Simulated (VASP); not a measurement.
# CaMgF4 (P4/mmm) in VASP: notebook, part 2 of 2

VASP 6.6.1. The steps go on from the part before.

## Step 3: Relaxation of cell and atoms, PBEsol

This run uses another cell than the first one, of 15.21 Å³/atom, 1.304 times its volume.

The input, INCAR:

```
ALGO = Normal ; EDIFF = 1E-6
EDIFFG = -0.01 ; ENCUT = 600
GGA = PS ; IBRION = 2
ISIF = 3 ; ISMEAR = -1
LASPH = True ; LCHARG = False
LREAL = False ; LWAVE = False
NELM = 80 ; NSW = 100
PREC = Accurate ; SIGMA = 0.03
```

The input, KPOINTS:

```
k-points
0
Gamma
  6 6 4
```

The input, POSCAR:

```
CaMgF4
1.0
    3.9881825400      0.0000000000      0.0000000000
    0.0000000000      3.9881825400      0.0000000000
    0.0000000000      0.0000000000      5.7394099200
Ca Mg F
1 1 4
Direct
    0.0000000000      0.0000000000      0.0000000000
    0.5000000000      0.5000000000      0.5000000000
    0.5000000000      0.0000000000      0.7327468500
    0.0000000000      0.5000000000      0.2672531500
    0.5000000000      0.0000000000      0.2672531500
    0.0000000000      0.5000000000      0.7327468500
```

Potentials or basis: VASP PAW PBE potentials, release 64 (Ca_sv, Mg, F).

Command:

```
cat potpaw_PBE.64/Ca_sv/POTCAR potpaw_PBE.64/Mg/POTCAR potpaw_PBE.64/F/POTCAR > POTCAR
mpirun -np 1 vasp_std > vasp.out
```

OUTCAR:

```text
EDIFF = 1E-6
   EDIFFG = -0.01
   ENCUT = 600
   GGA = PS
   IBRION = 2
   ISIF = 3
   ISMEAR = -1
   LASPH = True
   LREAL = False
   NELM = 80
   NSW = 100
   PREC = Accurate

 ion  position               nearest neighbor table
   1  0.000  0.000  0.000-   3 2.52   4 2.52   5 2.52   6 2.52   4 2.52   6 2.52   3 2.52   5 2.52

   2  0.500  0.500  0.500-   3 2.40   4 2.40   5 2.40   6 2.40   3 2.40   5 2.40   4 2.40   6 2.40

   3  0.500  0.000  0.733-   2 2.40   2 2.40   1 2.52   1 2.52
   4  0.000  0.500  0.267-   2 2.40   2 2.40   1 2.52   1 2.52
   5  0.500  0.000  0.267-   2 2.40   2 2.40   1 2.52   1 2.52
   6  0.000  0.500  0.733-   2 2.40   2 2.40   1 2.52   1 2.52

  LATTYP: Found a simple tetragonal cell.
 ALAT       =     3.9881825400
 C/A-ratio  =     1.4391041188

  Lattice vectors:

 A1 = (   3.9881825400,   0.0000000000,   0.0000000000)
 A2 = (   0.0000000000,   3.9881825400,   0.0000000000)
[... 230 lines left out ...]
 cond. band min:       5.1411085457   @ k =   0.0000   0.0000   0.0000
 fundamental gap:      5.9402347277
 Fermi energy:        -0.1578268066

 k-point     1 :       0.0000    0.0000    0.0000
  band No.  band energies     occupation
      1     -36.6641      2.00000
      2     -21.1610      2.00000
      3     -21.0916      2.00000
      4     -20.3818      2.00000
      5     -19.9960      2.00000
      6     -17.7792      2.00000
[... 838 lines left out ...]
--------------------------------------- Ionic step        7  -------------------------------------------

 number of electron      39.9999977 magnetization

 Free energy of the ion-electron system (eV)
  ---------------------------------------------------
  ext. energy  EPLUGINS =         0.00000000
  ---------------------------------------------------
  free energy    TOTEN  =       -33.59809680 eV

  energy without entropy =      -33.59809680  energy(sigma->0) =      -33.59809680

 E-fermi :   0.1644     XC(G=0): -10.2368

 val. band max:       -0.4265450442   @ k =   0.5000   0.5000   0.0000
 cond. band min:       5.7981770866   @ k =   0.0000   0.0000   0.0000
 fundamental gap:      6.2247221308
 Fermi energy:         0.1644303777

 k-point     1 :       0.0000    0.0000    0.0000
  band No.  band energies     occupation
      1     -36.0952      2.00000
      2     -21.0175      2.00000
      3     -20.9337      2.00000
      4     -20.1327      2.00000
      5     -19.6900      2.00000
      6     -17.2262      2.00000
[... 672 lines left out ...]
  FREE ENERGIE OF THE ION-ELECTRON SYSTEM (eV)
  ---------------------------------------------------
  free  energy   TOTEN  =       -33.5980967957 eV

  energy  without entropy=      -33.5980967957  energy(sigma->0) =      -33.59809680

 reached required accuracy - stopping structural energy minimisation
```

OSZICAR:

```text
N       E                     dE             d eps       ncg     rms          rms(c)
DAV:   1     0.385613679407E+03    0.38561E+03   -0.23521E+04  1440   0.178E+03
DAV:   2    -0.109224729004E+02   -0.39654E+03   -0.38978E+03  1952   0.412E+02
DAV:   3    -0.342881664374E+02   -0.23366E+02   -0.23346E+02  1544   0.113E+02
[... 62 lines left out ...]
DAV:   2    -0.335981968592E+02    0.62450E-03   -0.23047E-03  1784   0.355E-01    0.701E-02
DAV:   3    -0.335981170541E+02    0.79805E-04   -0.94340E-05  1896   0.946E-02    0.313E-02
DAV:   4    -0.335980983264E+02    0.18728E-04   -0.56928E-05  2704   0.590E-02    0.820E-03
DAV:   5    -0.335980972487E+02    0.10777E-05   -0.57567E-06  1808   0.248E-02    0.299E-03
DAV:   6    -0.335980967957E+02    0.45300E-06   -0.77526E-07   920   0.872E-03
   7 F= -.33598097E+02 E0= -.33598097E+02  d E =-.742433E-04
```

CONTCAR:

```text
CaMgF4
   1.00000000000000
     3.6498617412395435    0.0000000000000000    0.0000000000000000
     0.0000000000000000    3.6498617412395435    0.0000000000000000
     0.0000000000000000    0.0000000000000000    5.2410847755891812
  Ca              Mg              F
     1     1     4
Direct
     0.0000000000000000    0.0000000000000000    0.0000000000000000
     0.5000000000000000    0.5000000000000000    0.5000000000000000
     0.5000000000000000    1.0000000000000000    0.7327330061369469
     0.0000000000000000    0.5000000000000000    0.2672669938630532
     0.5000000000000000    1.0000000000000000    0.2672669938630532
     1.0000000000000000    0.5000000000000000    0.7327330061369469

  0.00000000E+00  0.00000000E+00  0.00000000E+00
  0.00000000E+00  0.00000000E+00  0.00000000E+00
  0.00000000E+00  0.00000000E+00  0.00000000E+00
  0.00000000E+00  0.00000000E+00  0.00000000E+00
  0.00000000E+00  0.00000000E+00  0.00000000E+00
  0.00000000E+00  0.00000000E+00  0.00000000E+00
```

It took 5.3 min on 1 thread of Oxide Virtual Turin-like, shared host; peak memory 0.25 GiB.

What came out:

- Free energy: -33.5981 eV
- Relaxed volume: 11.64 Å³/atom
- Relaxed cell: a = 3.650 Å, b = 3.650 Å, c = 5.241 Å, α = 90.00°, β = 90.00°, γ = 90.00°
- Space group after relaxing (to 0.05 Å): P4/mmm (No. 123)
- Energy gained by relaxing: 212.6 meV/atom
- Ionic steps: 7
- Pressure after relaxing: 0.0 GPa
- Band gap on the k mesh: 6.22 eV, indirect (least direct gap 6.32 eV)

Forces on the atoms (eV/Å):
```
Ca   0.000  0.000  0.000
Mg   0.000  0.000  0.000
F    0.000  0.000  0.002
F    0.000  0.000 -0.002
F    0.000  0.000 -0.002
F    0.000  0.000  0.002
```

The path:
```csv
step,energy change (eV),largest force (eV/Å),pressure (GPa),volume (Å³)
1,0.0000,0.1540,-14.83,91.29
2,-1.2069,0.0223,-5.05,73.91
3,-1.2732,0.0930,-0.50,70.21
4,-1.2736,0.1012,0.06,69.82
5,-1.2752,0.0400,0.08,69.77
6,-1.2756,0.0064,0.10,69.73
7,-1.2757,0.0024,-0.03,69.82
```

Final structure:
```
CELL_PARAMETERS angstrom
3.64986 0.00000 0.00000
0.00000 3.64986 0.00000
0.00000 0.00000 5.24108
ATOMIC_POSITIONS crystal
Ca 0.00000 0.00000 0.00000
Mg 0.50000 0.50000 0.50000
F 0.50000 0.00000 0.73273
F 0.00000 0.50000 0.26727
F 0.50000 0.00000 0.26727
F 0.00000 0.50000 0.73273
```

Levels at points of the mesh, in eV from the valence-band top:
| k point | band 17 | band 18 | band 19 | band 20 | band 21 | band 22 | band 23 | band 24 |
| --- | --- | --- | --- | --- | --- | --- | --- | --- |
| (0.00, 0.00, 0.00) | -0.49 | -0.42 | -0.42 | -0.10 | 6.22 | 8.39 | 9.78 | 10.14 |
| (0.50, 0.00, 0.00) | -1.38 | -1.13 | -0.51 | -0.29 | 9.18 | 9.37 | 9.39 | 9.48 |
| (0.50, 0.50, 0.00) | -0.42 | -0.40 | -0.10 | 0.00 | 7.63 | 9.77 | 10.56 | 10.56 |
| (0.00, 0.00, 0.50) | -0.62 | -0.62 | -0.28 | -0.28 | 7.79 | 8.21 | 9.60 | 9.81 |
| (0.50, 0.00, 0.50) | -1.46 | -1.31 | -1.02 | -1.00 | 9.41 | 9.53 | 10.07 | 10.19 |
| (0.50, 0.50, 0.50) | -0.35 | -0.25 | -0.17 | -0.17 | 7.96 | 10.17 | 10.17 | 10.22 |

Caveat: the volume moved by over 15 % at a fixed basis, so the end points are rough; the PAW data sets were made with another functional, which shifts forces and pressure a little.
